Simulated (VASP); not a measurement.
# BAs (CsCl type) (Pm-3m) in VASP: further runs

Runs on BAs (CsCl type). Level: PBE. Tasks: single point, relaxation of cell and atoms.

Everything below comes from runs of VASP 6.6.1. Logs are shortened: lines on timing, memory, paths and dates and some standing lists are left out, and cuts for length are marked.

## (1) The cell of the first run

Symmetry: Pm-3m, No. 221, cubic system. Conventional cell: a = 2.938 Å, b = 2.938 Å, c = 2.938 Å, α = 90.00°, β = 90.00°, γ = 90.00°. Within 3.4 Å of B (site symmetry m-3m) lie 8 As at 2.54 Å and 6 B at 2.94 Å. Within 3.4 Å of As (site symmetry m-3m) lie 8 B at 2.54 Å and 6 As at 2.94 Å.

## (2) Single point, PBE

INCAR reads:

```
SYSTEM = BAs
ALGO     = Normal         ! electronic algorithm
EDIFF    = 1E-7           ! SCF threshold, eV
ENCUT    = 520            ! plane-wave cutoff, eV
GGA      = PE             ! functional
ISIF     = 2              ! what is computed and relaxed
ISMEAR   = -1             ! smearing method
LASPH    = .TRUE.         ! aspherical terms in the spheres
LCHARG   = .FALSE.        ! write CHGCAR
LREAL    = .FALSE.        ! projectors in reciprocal space
LWAVE    = .FALSE.        ! write WAVECAR
NBANDS   = 11             ! bands
NELM     = 60             ! most SCF steps
PREC     = Accurate       ! precision mode
SIGMA    = 0.05           ! smearing width, eV
```

KPOINTS reads:

```
k-points
0
G
  15 15 15
  0 0 0
```

POSCAR reads:

```
BAs
1.0
    2.9381870895      0.0000000000      0.0000000000
    0.0000000000      2.9381870895      0.0000000000
    0.0000000000      0.0000000000      2.9381870895
B As
1 1
Direct
    0.0000000000      0.0000000000      0.0000000000
    0.5000000000      0.5000000000      0.5000000000
```

Potentials or basis: VASP PAW PBE potentials, release 64 (B, As).

Launch:

```bash
$ cat potpaw_PBE.64/B/POTCAR potpaw_PBE.64/As/POTCAR > POTCAR
$ mpirun -np 1 vasp_std > vasp.out
```

OUTCAR:

```text
SYSTEM = BAs
   EDIFF = 1E-7
   ENCUT = 520
   GGA = PE
   ISIF = 2
   ISMEAR = -1
   LASPH = .TRUE.
   LREAL = .FALSE.
   NELM = 60
   PREC = Accurate

 ion  position               nearest neighbor table
   1  0.000  0.000  0.000-   2 2.54   2 2.54   2 2.54   2 2.54   2 2.54   2 2.54   2 2.54   2 2.54

   2  0.500  0.500  0.500-   1 2.54   1 2.54   1 2.54   1 2.54   1 2.54   1 2.54   1 2.54   1 2.54

  LATTYP: Found a simple cubic cell.
 ALAT       =     2.9381870895

  Lattice vectors:

 A1 = (   2.9381870895,   0.0000000000,   0.0000000000)
 A2 = (   0.0000000000,   2.9381870895,   0.0000000000)
 A3 = (   0.0000000000,   0.0000000000,   2.9381870895)

Analysis of symmetry for initial positions (statically):
=====================================================================
 Subroutine PRICEL returns:
 Original cell was already a primitive cell.

 Routine SETGRP: Setting up the symmetry group for a
 simple cubic supercell.

 Subroutine GETGRP returns: Found 48 space group operations
 (whereof 48 operations were pure point group operations)
 out of a pool of 48 trial point group operations.

The static configuration has the point symmetry O_h .

Analysis of symmetry for dynamics (positions and initial velocities):
=====================================================================
 Subroutine PRICEL returns:
 Original cell was already a primitive cell.

 Routine SETGRP: Setting up the symmetry group for a
 simple cubic supercell.

 Subroutine GETGRP returns: Found 48 space group operations
 (whereof 48 operations were pure point group operations)
 out of a pool of 48 trial point group operations.

The dynamic configuration has the point symmetry O_h .

 Subroutine INISYM returns: Found 48 space group operations
 (whereof 48 operations are pure point group operations),
 and found     1 'primitive' translations

----------------------------------------------------------------------------------------

                                     Primitive cell

  volume of cell :      25.3652

  direct lattice vectors                    reciprocal lattice vectors
     2.938187089  0.000000000  0.000000000     0.340345924  0.000000000  0.000000000
     0.000000000  2.938187089  0.000000000     0.000000000  0.340345924  0.000000000
     0.000000000  0.000000000  2.938187089     0.000000000  0.000000000  0.340345924

  length of vectors
[... 83 lines left out ...]
   LREAL  =      F    real-space projection
   EDIFFG = 0.1E-05   stopping-criterion for IOM
   NSW    =      0    number of steps for IOM
   IBRION =     -1    ionic relax: 0-MD 1-quasi-New 2-CG
   NFREE  =      0    steps in history (QN), initial steepest desc. (CG)
   ISIF   =      2    stress and relaxation
   ISYM   =      2    0-nonsym 1-usesym 2-fastsym
   POTIM  = 0.5000    time-step for ionic-motion
   TEBEG  =    0.0;   TEEND  =   0.0 temperature during run
   PSTRESS=    0.0 pullay stress
   NELECT =       8.0000    total number of electrons
   NUPDOWN=      -1.0000    fix difference up-down
   EMIN   =  10.00;   EMAX   =-10.00  energy-range for DOS
   EFERMI =   0.00;   METHOD = LEGACY
   ISMEAR =    -1;   SIGMA  =   0.05  broadening in eV -4-tet -1-fermi 0-gaus
   EFERMI_NEDOS =   21; number of points for ismear=-14 and -15
   IALGO  =     38    algorithm
   IMIX   =      4    mixing-type and parameters
     AMIX     =   0.40;   BMIX     =  1.00
     AMIX_MAG =   1.60;   BMIX_MAG =  1.00
  volume/ion in A,a.u.               =      12.68        85.59
  Fermi-wavevector in a.u.,A,eV,Ry     =   1.114360  2.105834 16.895680  1.241797
  Thomas-Fermi vector in A             =   2.250954
   LORBIT       =      0    0 simple, 1 ext, 2 COOP (PROOUT), +10 PAW based schemes
   GGA     = PE    functional components
   LHFCALC =     F    Hartree Fock is set to
   AEXX    =    0.0000 exact exchange contribution
   IVDW    =     0    specifies the selected vdW correction
   LEPSILON=     F    determine dielectric tensor
   LRPA    =     F    only Hartree local field effects (RPA)
 non-spin polarized calculation
  energy-cutoff  :      520.00
  volume of cell :       25.37
 maximum number of plane-waves:       707
 NGX is ok and might be reduce to    24
   NGX = 11   NGY = 11   NGZ = 11

 number of electron       7.9999999 magnetization

 Free energy of the ion-electron system (eV)
  ---------------------------------------------------
  ext. energy  EPLUGINS =         0.00000000
  ---------------------------------------------------
  free energy    TOTEN  =        -8.35445485 eV

  energy without entropy =       -8.34750529  energy(sigma->0) =       -8.35098007

 E-fermi :   7.1451     XC(G=0): -11.4192

 val. band max:        7.1009387951   @ k =   0.4000   0.1333   0.1333
 cond. band min:       7.1472474850   @ k =   0.4667   0.3333   0.2667
 fundamental gap:      0.0463086899
 Fermi energy:         7.1451315914

 k-point     1 :       0.0000    0.0000    0.0000
  band No.  band energies     occupation
      1      -8.5793      2.00000
      2       6.2863      2.00000
      3       6.2863      2.00000
      4       6.2863      2.00000
      5       6.8456      1.99500
      6      12.7859      0.00000
      7      12.7859      0.00000
      8      16.4002      0.00000
      9      16.4002      0.00000
     10      16.4002      0.00000
     11      25.9785      0.00000
[... 309 lines left out ...]
 k-point    24 :       0.3333    0.2000    0.0000
  band No.  band energies     occupation
      1      -6.2713      2.00000
      2      -0.1575      2.00000
      3       3.9298      2.00000
      4       8.6244      0.00000
      5       8.8991      0.00000
      6      11.4439      0.00000
      7      12.8559      0.00000
      8      14.6608      0.00000
      9      17.8650      0.00000
     10      21.1971      0.00000
     11      22.0186      0.00000

 [... further k-points ...]
[... 5 lines left out ...]
  --------------------------------------------------------------------------------------
  -------------------------------------------------------------------------------------
  Total        0.0277985      0.0277985      0.0277985     -0.0000000     -0.0000000     -0.0000000
  in kB        1.7558769      1.7558769      1.7558769     -0.0000000     -0.0000000     -0.0000000
  external PRESSURE =       1.7558769 kB  Pullay stress =       0.0000000 kB

 VOLUME and BASIS-vectors are now :
 -----------------------------------------------------------------------------
  energy-cutoff  :      520.00
  volume of cell :       25.37
      direct lattice vectors                 reciprocal lattice vectors
     2.938187089  0.000000000  0.000000000     0.340345924  0.000000000  0.000000000
     0.000000000  2.938187089  0.000000000     0.000000000  0.340345924  0.000000000
     0.000000000  0.000000000  2.938187089     0.000000000  0.000000000  0.340345924

 POSITION                                       TOTAL-FORCE (eV/Angst)
 -----------------------------------------------------------------------------------
      0.00000      0.00000      0.00000         0.000000      0.000000      0.000000
      1.46909      1.46909      1.46909         0.000000      0.000000      0.000000
 -----------------------------------------------------------------------------------
    total drift:                                0.000000     -0.000000     -0.000000

  FREE ENERGIE OF THE ION-ELECTRON SYSTEM (eV)
  ---------------------------------------------------
  free  energy   TOTEN  =        -8.3544548453 eV

  energy  without entropy=       -8.3475052944  energy(sigma->0) =       -8.35098007
```

stdout:

```text
POSCAR found type information on POSCAR B As
 POSCAR found :  2 types and       2 ions
 scaLAPACK will be used
 LDA part: xc-table for (Slater+PW92), standard interpolation
 POSCAR, INCAR and KPOINTS ok, starting setup
 FFT: planning ... GRIDC
 FFT: planning ... GRID_SOFT
 FFT: planning ... GRID
 WAVECAR not read
 entering main loop
```

Run time: 36 s. Hardware: 1 thread of Intel Xeon 8259CL, shared host; peak memory 0.16 GiB.

Results:

```yaml
Free_energy: -8.3545 eV
Pressure: 0.2 GPa
Band_gap_on_the_k_mesh: zero (band 4 reaches 9.64 eV, above the bottom of band 5 at 4.53 eV)
```

Levels at points of the mesh, in eV from the Fermi level:
| k point | band 1 | band 2 | band 3 | band 4 | band 5 | band 6 | band 7 | band 8 | band 9 |
| --- | --- | --- | --- | --- | --- | --- | --- | --- | --- |
| (0.00, 0.00, 0.00) | -15.72 | -0.86 | -0.86 | -0.86 | -0.30 | 5.64 | 5.64 | 9.26 | 9.26 |

## (3) Relaxation of cell and atoms, PBE

This run uses another cell than the first one, of 10.00 Å³/atom, 0.788 times its volume.

INCAR reads:

```
SYSTEM = BAs
PREC = Accurate ; ENCUT = 600
EDIFF = 1E-6 ; ISMEAR = -1
SIGMA = 0.05 ; LREAL = .FALSE.
LASPH = .TRUE. ; NELM = 100
ALGO = Normal ; ISIF = 3
LWAVE = .FALSE. ; LCHARG = .FALSE.
GGA = PE ; IBRION = 2
NSW = 60 ; EDIFFG = -0.005
```

KPOINTS reads:

```
regular mesh
0
G
  15 15 15
  0 0 0
```

POSCAR reads:

```
BAs
1.0
    2.7144176166      0.0000000000      0.0000000000
    0.0000000000      2.7144176166      0.0000000000
    0.0000000000      0.0000000000      2.7144176166
B As
1 1
Direct
    0.0000000000      0.0000000000      0.0000000000
    0.5000000000      0.5000000000      0.5000000000
```

Potentials or basis: VASP PAW PBE potentials, release 64 (B, As).

Launch:

```bash
$ cat potpaw_PBE.64/B/POTCAR potpaw_PBE.64/As/POTCAR > POTCAR
$ mpirun -np 1 vasp_std > vasp.out
```

Run time: 73 s. Hardware: 1 thread of Intel Xeon 8259CL, shared host; peak memory 0.16 GiB.

It converged, with:

```yaml
Free_energy: -8.3539 eV
Relaxed_volume: 12.70 Å³/atom
Relaxed_cell: a = 2.940 Å, b = 2.940 Å, c = 2.940 Å, α = 90.00°, β = 90.00°, γ = 90.00°
Space_group_after_relaxing_to_0.05_Å: Pm-3m (No. 221)
Energy_gained_by_relaxing: 284.3 meV/atom
Ionic_steps: 5
Pressure_after_relaxing: 0.0 GPa
```

Step by step:
```csv
step,energy change (eV),largest force (eV/Å),pressure (GPa),volume (Å³)
1,0.0000,0.0000,41.87,20.00
2,-0.4640,0.0000,-9.59,28.56
3,-0.5684,0.0000,0.37,25.32
4,-0.5685,0.0000,-0.11,25.43
5,-0.5685,0.0000,0.02,25.40
```

Final structure:
```
B As
1.0
     2.93964    0.00000    0.00000
     0.00000    2.93964    0.00000
     0.00000    0.00000    2.93964
B As
1 1
Direct
  0.00000 0.00000 0.00000
  0.50000 0.50000 0.50000
```

Levels at points of the mesh, in eV from the Fermi level:
```
           k point  band 2  band 3  band 4  band 5  band 6  band 7
(0.00, 0.00, 0.00)   -0.86   -0.86   -0.86   -0.31    5.64    5.64
```

Caveat: the volume moved by over 15 % at a fixed basis, so the end points are rough; the bands computed are all filled at some k points, so no gap is given.
